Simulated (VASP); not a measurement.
# GaP (F-43m) in VASP: relaxation of cell and atoms with PBE

Aim: the relaxation of cell and atoms of GaP with PBE.

Program: VASP 6.6.1. These are calculated values, not measurements. Logs are shortened: lines on timing, memory, paths and dates and some standing lists are left out, and cuts for length are marked.

## 1. The cell of the first run

The structure is cubic, space group F-43m (No. 216). The conventional cell has a = 5.452 Å, b = 5.452 Å, c = 5.452 Å, α = 90.00°, β = 90.00°, γ = 90.00°. Within 3.1 Å of Ga (site symmetry -43m) lie 4 P at 2.36 Å. Within 3.1 Å of P (site symmetry -43m) lie 4 Ga at 2.36 Å.

## 2. Relaxation of cell and atoms, PBE

The input, INCAR:

```
SYSTEM = GaP
ALGO = Normal
EDIFF = 1E-7
EDIFFG = -0.005
ENCUT = 600
GGA = PE
IBRION = 2
ISIF = 3
ISMEAR = 0
LASPH = .TRUE.
LCHARG = .FALSE.
LREAL = .FALSE.
LWAVE = .FALSE.
NELM = 80
NSW = 100
PREC = Accurate
SIGMA = 0.02
```

The input, KPOINTS:

```
k-points
0
G
  8 8 8
  0 0 0
```

The input, POSCAR:

```
GaP
1.0
    0.0000000000      2.7258124900      2.7258124900
    2.7258124900      0.0000000000      2.7258124900
    2.7258124900      2.7258124900      0.0000000000
Ga P
1 1
Direct
    0.0000000000      0.0000000000      0.0000000000
    0.7500000000      0.7500000000      0.7500000000
```

Potentials or basis: VASP PAW PBE potentials, release 64 (Ga_d, P).

Started as:

```
$ cat potpaw_PBE.64/Ga_d/POTCAR potpaw_PBE.64/P/POTCAR > POTCAR
$ mpirun -np 1 vasp_std > vasp.out
```

OUTCAR:

```text
SYSTEM = GaP
   EDIFF = 1E-7
   EDIFFG = -0.005
   ENCUT = 600
   GGA = PE
   IBRION = 2
   ISIF = 3
   ISMEAR = 0
   LASPH = .TRUE.
   LREAL = .FALSE.
   NELM = 80
   NSW = 100
   PREC = Accurate

 ion  position               nearest neighbor table
   1  0.000  0.000  0.000-   2 2.36   2 2.36   2 2.36   2 2.36
   2  0.750  0.750  0.750-   1 2.36   1 2.36   1 2.36   1 2.36

  LATTYP: Found a face centered cubic cell.
 ALAT       =     5.4516249800

  Lattice vectors:

 A1 = (   0.0000000000,   2.7258124900,   2.7258124900)
 A2 = (   2.7258124900,   0.0000000000,   2.7258124900)
 A3 = (   2.7258124900,   2.7258124900,   0.0000000000)

Analysis of symmetry for initial positions (statically):
=====================================================================
 Subroutine PRICEL returns:
 Original cell was already a primitive cell.

 Routine SETGRP: Setting up the symmetry group for a
 face centered cubic supercell.

 Subroutine GETGRP returns: Found 24 space group operations
 (whereof 24 operations were pure point group operations)
 out of a pool of 48 trial point group operations.

The static configuration has the point symmetry T_d .

Analysis of symmetry for dynamics (positions and initial velocities):
=====================================================================
 Subroutine PRICEL returns:
 Original cell was already a primitive cell.

 Routine SETGRP: Setting up the symmetry group for a
 face centered cubic supercell.

 Subroutine GETGRP returns: Found 24 space group operations
 (whereof 24 operations were pure point group operations)
 out of a pool of 48 trial point group operations.

The dynamic configuration has the point symmetry T_d .

 Subroutine INISYM returns: Found 24 space group operations
 (whereof 24 operations are pure point group operations),
 and found     1 'primitive' translations

----------------------------------------------------------------------------------------

                                     Primitive cell

  volume of cell :      40.5059

  direct lattice vectors                    reciprocal lattice vectors
     0.000000000  2.725812490  2.725812490    -0.183431546  0.183431546  0.183431546
     2.725812490  0.000000000  2.725812490     0.183431546 -0.183431546  0.183431546
     2.725812490  2.725812490  0.000000000     0.183431546  0.183431546 -0.183431546

  length of vectors
     3.854880992  3.854880992  3.854880992     0.317712758  0.317712758  0.317712758

  position of ions in fractional coordinates (direct lattice)
     0.000000000  0.000000000  0.000000000
     0.750000000  0.750000000  0.750000000

  ion indices of the primitive-cell ions
   primitive index   ion index
                 1           1
                 2           2

----------------------------------------------------------------------------------------

 KPOINTS: k-points

Automatic generation of k-mesh.
 Grid dimensions read from file:
 generate k-points for:    8    8    8

 Generating k-lattice:

  Cartesian coordinates                     Fractional coordinates (reciprocal lattice)
    -0.022928943  0.022928943  0.022928943     0.125000000  0.000000000  0.000000000
     0.022928943 -0.022928943  0.022928943     0.000000000  0.125000000  0.000000000
     0.022928943  0.022928943 -0.022928943     0.000000000  0.000000000  0.125000000

  Length of vectors
     0.039714095  0.039714095  0.039714095

  Shift w.r.t. Gamma in fractional coordinates (k-lattice)
     0.000000000  0.000000000  0.000000000

 Subroutine IBZKPT returns following result:
 ===========================================

 Found     29 irreducible k-points:

 Following reciprocal coordinates:
            Coordinates               Weight
  0.000000  0.000000  0.000000      1.000000
  0.125000  0.000000  0.000000      8.000000
  0.250000  0.000000  0.000000      8.000000
  0.375000  0.000000  0.000000      8.000000
  0.500000  0.000000  0.000000      4.000000
  0.125000  0.125000  0.000000      6.000000
[... 16 lines left out ...]
  0.500000  0.250000  0.125000     48.000000
 -0.375000  0.250000  0.125000     24.000000
 [... further k-points ...]
   k-points           NKPTS =     29   k-points in BZ     NKDIM =     29   number of bands    NBANDS=     13
   number of dos      NEDOS =    301   number of ions     NIONS =      2
   total plane-waves  NPLWV =  32768
   dimension x,y,z NGX =    32 NGY =   32 NGZ =   32
   dimension x,y,z NGXF=    64 NGYF=   64 NGZF=   64
   ions per type =               1   1
   NGX,Y,Z   is equivalent  to a cutoff of  13.80, 13.80, 13.80 a.u.
   NGXF,Y,Z  is equivalent  to a cutoff of  27.60, 27.60, 27.60 a.u.
 SYSTEM =  GaP
   PREC   = accura    normal or accurate (medium, high low for compatibility)
   ISTART =      0    job   : 0-new  1-cont  2-samecut
   ICHARG =      2    charge: 1-file 2-atom 10-const
   ISPIN  =      1    spin polarized calculation?
   LNONCOLLINEAR =      F non collinear calculations
   LSORBIT =      F    spin-orbit coupling
   LASPH  =      T    aspherical Exc in radial PAW
   ENCUT  =  600.0 eV  44.10 Ry    6.64 a.u.   7.70  7.70  7.70*2*pi/ulx,y,z
   NELM   =     80;   NELMIN=  2; NELMDL= -5     # of ELM steps
   EDIFF  = 0.1E-06   stopping-criterion for ELM
   LREAL  =      F    real-space projection
   EDIFFG = -.5E-02   stopping-criterion for IOM
   NSW    =    100    number of steps for IOM
   IBRION =      2    ionic relax: 0-MD 1-quasi-New 2-CG
   NFREE  =      1    steps in history (QN), initial steepest desc. (CG)
   ISIF   =      3    stress and relaxation
   ISYM   =      2    0-nonsym 1-usesym 2-fastsym
   POTIM  = 0.5000    time-step for ionic-motion
   TEBEG  =    0.0;   TEEND  =   0.0 temperature during run
   PSTRESS=    0.0 pullay stress
   NELECT =      18.0000    total number of electrons
   NUPDOWN=      -1.0000    fix difference up-down
   EMIN   =  10.00;   EMAX   =-10.00  energy-range for DOS
   EFERMI =   0.00;   METHOD = LEGACY
   ISMEAR =     0;   SIGMA  =   0.02  broadening in eV -4-tet -1-fermi 0-gaus
   EFERMI_NEDOS =   21; number of points for ismear=-14 and -15
   IALGO  =     38    algorithm
   IMIX   =      4    mixing-type and parameters
     AMIX     =   0.40;   BMIX     =  1.00
     AMIX_MAG =   1.60;   BMIX_MAG =  1.00
  volume/ion in A,a.u.               =      20.25       136.67
  Fermi-wavevector in a.u.,A,eV,Ry     =   1.249280  2.360796 21.234610  1.560700
  Thomas-Fermi vector in A             =   2.383328
   LORBIT       =      0    0 simple, 1 ext, 2 COOP (PROOUT), +10 PAW based schemes
   GGA     = PE    functional components
   LHFCALC =     F    Hartree Fock is set to
   AEXX    =    0.0000 exact exchange contribution
   IVDW    =     0    specifies the selected vdW correction
   LEPSILON=     F    determine dielectric tensor
   LRPA    =     F    only Hartree local field effects (RPA)
 conjugate gradient relaxation of ions
 non-spin polarized calculation
 Gauss-broadening in eV      SIGMA  =   0.02
  energy-cutoff  :      600.00
  volume of cell :       40.51
 maximum number of plane-waves:      1366
   NGX = 15   NGY = 15   NGZ = 15

--------------------------------------- Ionic step        1  -------------------------------------------

 number of electron      18.0000003 magnetization

 Free energy of the ion-electron system (eV)
  ---------------------------------------------------
  ext. energy  EPLUGINS =         0.00000000
  ---------------------------------------------------
  free energy    TOTEN  =        -9.11643707 eV

  energy without entropy =       -9.11643707  energy(sigma->0) =       -9.11643707

------------------------ aborting loop because EDIFF is reached ----------------------------------------

  FORCE on cell =-STRESS in cart. coord.  units (eV):
  Direction    XX          YY          ZZ          XY          YZ          ZX
  --------------------------------------------------------------------------------------
  -------------------------------------------------------------------------------------
  Total        0.6096109      0.6096109      0.6096109      0.0000000      0.0000000      0.0000000
  in kB       24.1126736     24.1126736     24.1126736      0.0000000      0.0000000      0.0000000
  external PRESSURE =      24.1126736 kB  Pullay stress =       0.0000000 kB
[... 57 lines left out ...]
  energy  without entropy=       -9.1232483446  energy(sigma->0) =       -9.12324834

--------------------------------------- Ionic step        3  -------------------------------------------

 number of electron      17.9999991 magnetization

 Free energy of the ion-electron system (eV)
  ---------------------------------------------------
  ext. energy  EPLUGINS =         0.00000000
  ---------------------------------------------------
  free energy    TOTEN  =        -9.12527009 eV

  energy without entropy =       -9.12527009  energy(sigma->0) =       -9.12527009

 E-fermi :   4.4411     XC(G=0):  -9.6966

 val. band max:        4.3508368440   @ k =   0.0000   0.0000   0.0000
 cond. band min:       5.9298545570   @ k =   0.0000   0.0000   0.0000
 fundamental gap:      1.5790177130
 Fermi energy:         4.4411066047

 k-point     1 :       0.0000    0.0000    0.0000
  band No.  band energies     occupation
      1     -10.1535      2.00000
      2     -10.1535      2.00000
      3     -10.1535      2.00000
      4     -10.0627      2.00000
      5     -10.0627      2.00000
      6      -7.9191      2.00000
      7       4.3508      2.00000
      8       4.3508      2.00000
      9       4.3508      2.00000
     10       5.9299      0.00000
     11       8.2464      0.00000
     12       8.2464      0.00000
     13       8.2464      0.00000
[... 353 lines left out ...]
 k-point    24 :      -0.3750    0.2500    0.1250
  band No.  band energies     occupation
      1     -10.2320      2.00000
      2     -10.1254      2.00000
      3     -10.1146      2.00000
      4     -10.0671      2.00000
      5     -10.0560      2.00000
      6      -5.5614      2.00000
      7      -1.9226      2.00000
      8       1.2666      2.00000
      9       2.4973      2.00000
     10       7.7184      0.00000
     11       8.6696      0.00000
     12      10.7233      0.00000
     13      12.1862      0.00000

 [... further k-points ...]
[... 5 lines left out ...]
  --------------------------------------------------------------------------------------
  -------------------------------------------------------------------------------------
  Total       -0.0001508     -0.0001508     -0.0001508      0.0000000      0.0000000      0.0000000
  in kB       -0.0057912     -0.0057912     -0.0057912      0.0000000      0.0000000      0.0000000
  external PRESSURE =      -0.0057912 kB  Pullay stress =       0.0000000 kB
[... 17 lines left out ...]
  FREE ENERGIE OF THE ION-ELECTRON SYSTEM (eV)
  ---------------------------------------------------
  free  energy   TOTEN  =        -9.1252700926 eV

  energy  without entropy=       -9.1252700926  energy(sigma->0) =       -9.12527009

 reached required accuracy - stopping structural energy minimisation
```

It took 49 s on 1 thread of Intel Xeon Platinum 8375C at 2.90GHz (Ice Lake), shared host; peak memory 0.19 GiB.

Results:

* Free energy: -9.1253 eV
* Relaxed volume: 20.86 Å³/atom
* Relaxed cell: a = 3.893 Å, b = 3.893 Å, c = 3.893 Å, α = 60.00°, β = 60.00°, γ = 60.00°
* Space group after relaxing (to 0.05 Å): F-43m (No. 216)
* Energy gained by relaxing: 4.4 meV/atom
* Ionic steps: 3
* Pressure after relaxing: 0.0 GPa
* Band gap on the k mesh: 1.58 eV, direct

Step by step:
| step | energy change (eV) | largest force (eV/Å) | pressure (GPa) | volume (Å³) |
| --- | --- | --- | --- | --- |
| 1 | 0.0000 | 0.0000 | 2.41 | 40.51 |
| 2 | -0.0068 | 0.0000 | -1.04 | 42.32 |
| 3 | -0.0088 | 0.0000 | 0.00 | 41.71 |

Final structure:
```yaml
crystal:
  lattice:
    - [0.00000, 2.75266, 2.75266]
    - [2.75266, 0.00000, 2.75266]
    - [2.75266, 2.75266, 0.00000]
  atoms:
    - { symbol: Ga, position: [0.00000, 0.00000, 0.00000] }
    - { symbol: P, position: [0.75000, 0.75000, 0.75000] }
```
